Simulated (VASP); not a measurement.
Input of a VASP 6.6.1 run:

The input INCAR:

```
SYSTEM = BaTiO3
PREC     = Accurate       ! precision mode
ENCUT    = 520            ! plane-wave cutoff, eV
EDIFF    = 1E-6           ! SCF threshold, eV
ISMEAR   = 0              ! smearing method
SIGMA    = 0.02           ! smearing width, eV
LREAL    = .FALSE.        ! projectors in reciprocal space
LASPH    = .TRUE.         ! aspherical terms in the spheres
NELM     = 60             ! most SCF steps
ALGO     = Normal         ! electronic algorithm
ISIF     = 2              ! what is computed and relaxed
LWAVE    = .FALSE.        ! write WAVECAR
LCHARG   = .FALSE.        ! write CHGCAR
GGA      = PS             ! functional
NBANDS   = 28             ! bands
```

KPOINTS

```
Automatic mesh
0
G
  8 8 8
  0 0 0
```

Contents of POSCAR:

```
BaTiO3
1.0
    3.9852569514      0.0000000000      0.0000000000
    0.0000000000      3.9852569514      0.0000000000
    0.0000000000      0.0000000000      4.2022181556
Ba Ti O
1 1 3
Direct
    0.0000000000      0.0000000000     -0.0106980007
    0.5000000000      0.5000000000      0.4720516320
    0.5000000000      0.5000000000      0.0408797620
    0.5000000000      0.0000000000      0.5203833034
    0.0000000000      0.5000000000      0.5203833034
```

Potentials or basis: VASP PAW PBE potentials, release 64 (Ba_sv, Ti_sv, O).

Run with:

```bash
$ cat potpaw_PBE.64/Ba_sv/POTCAR potpaw_PBE.64/Ti_sv/POTCAR potpaw_PBE.64/O/POTCAR > POTCAR
$ mpirun -np 1 vasp_std > vasp.out
```

Q: Predict the largest force.

A: 0.046 eV/Å.

Q: What does it give for the pressure?

A: -4.3 GPa.

Q: Estimate the band gap on the k mesh.

A: 1.74 eV (least direct gap 2.32 eV).

Forces on the atoms (eV/Å):
```
Ba   0.000  0.000  0.018
Ti   0.000  0.000  0.012
O    0.000  0.000  0.046
O    0.000  0.000 -0.038
O    0.000  0.000 -0.038
```

Caveat: the cell stands under tension; the PAW data sets were made with another functional, which shifts forces and pressure a little; spin-orbit coupling is left out, which moves the levels of the heavy elements. A hybrid or GW would open this gap; PBEsol tends to underestimate it.
